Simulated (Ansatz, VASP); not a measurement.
One calculation of Zn4Se3S, two programs

```
CELL_PARAMETERS angstrom
5.65905 0.00000 0.00000
0.00000 5.65905 0.00000
0.00000 0.00000 5.65905
ATOMIC_POSITIONS crystal
Zn 0.75656 0.75656 0.75656
Zn 0.75656 0.24344 0.24344
Zn 0.24344 0.75656 0.24344
Zn 0.24344 0.24344 0.75656
Se 0.50000 0.50000 0.00000
Se 0.50000 0.00000 0.50000
Se 0.00000 0.50000 0.50000
S 0.00000 0.00000 0.00000
```

Alike in both runs: task single point; functional PBE; k mesh 4 × 4 × 4; occupations gaussian, width 0.1 eV; no spin polarisation.

|  | VASP | Ansatz |
| --- | --- | --- |
| version | VASP 6.6.1 | Ansatz 0.2.0 |
| potentials or method | VASP PAW PBE potentials, release 64 (Zn, Se, S), cutoff 520 eV | scalar-relativistic, plane waves, PAW |
| valence electrons in the cell | 72 | 102 |

```tsv
	VASP	Ansatz	Ansatz less VASP
gap on the k mesh at the Fermi level (eV)	1.32	1.32	-0.001
least direct gap on the mesh (eV)	1.32	1.32	-0.001
pressure (GPa)	0.2	0.0	-0.20
rms of the force components (eV/Å)	0.004	0.002	-0.0017
```

Atom by atom the forces differ by 0.002 eV/Å (rms over components). VASP's potentials hold 72 valence electrons a cell and Ansatz's 102, so a difference there can come from the potentials and not from the codes.
